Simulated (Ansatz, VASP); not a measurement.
Two plane-wave programs on Se

```
CELL_PARAMETERS angstrom
0.00000 2.28487 2.28487
2.28487 0.00000 2.28487
2.28487 2.28487 0.00000
ATOMIC_POSITIONS crystal
Se 0.00000 0.00000 0.00000
```

Alike in both runs: task single point; functional BLYP; k mesh 14 × 14 × 14; occupations fermi-dirac, width 0.1 eV; no spin polarisation.

|  | VASP | Ansatz |
| --- | --- | --- |
| version | VASP 6.6.1 | Ansatz 0.2.0 |
| potentials or method | VASP PAW PBE potentials, release 64 (Se), cutoff 520 eV | plane waves (420 eV) with PAW, scalar-relativistic |
| valence electrons in the cell | 6 | 16 |

VASP gave:

| Property | Result |
| --- | --- |
| pressure (GPa) | -1.6 |

What did Ansatz give for the same quantities?

Pressure (GPa): -1.7.

VASP's potentials were made for PBE, not for BLYP. With one functional, cell and mesh, what is left measures potentials, basis and numerics. VASP's potentials hold 6 valence electrons a cell and Ansatz's 16, so a difference there can come from the potentials and not from the codes.
